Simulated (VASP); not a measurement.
Wanted: the native input for a VASP 6.6.1 run.

```yaml
Task: single point
Functional: r2SCAN
Potentials_or_basis: VASP PAW PBE potentials, release 64 (Be, C)
Cutoff: 660 eV
k_mesh: 12 × 12 × 12
Occupations: fermi-dirac, width 0.1 eV
Spin: no spin polarisation
Dipole_correction: no
Further_INCAR_settings: ALGO = Normal; EDIFF = 1e-06; NBANDS = 11
```

Crystal: Be2C.

```
CELL_PARAMETERS angstrom
0.00000 2.16046 2.16046
2.16046 0.00000 2.16046
2.16046 2.16046 0.00000
ATOMIC_POSITIONS crystal
Be 0.25000 0.25000 0.25000
Be 0.75000 0.75000 0.75000
C 0.00000 0.00000 0.00000
```

These files were run (other wordings do the same):

POSCAR

```
Be2C
1.0
    0.0000000000      2.1604639017      2.1604639017
    2.1604639017      0.0000000000      2.1604639017
    2.1604639017      2.1604639017      0.0000000000
Be C
2 1
Direct
    0.2500000000      0.2500000000      0.2500000000
    0.7500000000      0.7500000000      0.7500000000
    0.0000000000      0.0000000000      0.0000000000
```

INCAR.step1

```
SYSTEM = Be2C
ALGO = Normal
EDIFF = 1E-5
ENCUT = 660
GGA = PE
GGA_COMPAT = .False.
ISMEAR = -1
LASPH = .True.
LCHARG = .False.
LREAL = .False.
LWAVE = .True.
NBANDS = 11
NELM = 120
PREC = Accurate
SIGMA = 0.1
```

INCAR.step2

```
SYSTEM = Be2C
ALGO = Normal
EDIFF = 1E-6
ENCUT = 660
GGA_COMPAT = .False.
ISIF = 2
ISMEAR = -1
ISTART = 1
LASPH = .True.
LCHARG = .False.
LMIXTAU = .True.
LREAL = .False.
LWAVE = .False.
METAGGA = R2SCAN
NBANDS = 11
NELM = 120
PREC = Accurate
SIGMA = 0.1
```

KPOINTS

```
k-points
0
Gamma
  12 12 12
  0 0 0
```

Potentials or basis: VASP PAW PBE potentials, release 64 (Be, C).

The run is started by

```sh
$ cat potpaw_PBE.64/Be/POTCAR potpaw_PBE.64/C/POTCAR > POTCAR
$ cp INCAR.step1 INCAR
$ mpirun -np 1 vasp_std > vasp.out
$ cp INCAR.step2 INCAR
$ mpirun -np 1 vasp_std > vasp.out
```

It gave:

The pressure is 0.8 GPa and the band gap on the k mesh is 1.53 eV (least direct gap 4.63 eV).

Caveat: the PAW data sets were made with another functional, which shifts forces and pressure a little.

Wall time 2.6 min on 1 thread of Intel Xeon 8259CL, on a shared host, peak memory 0.17 GiB.
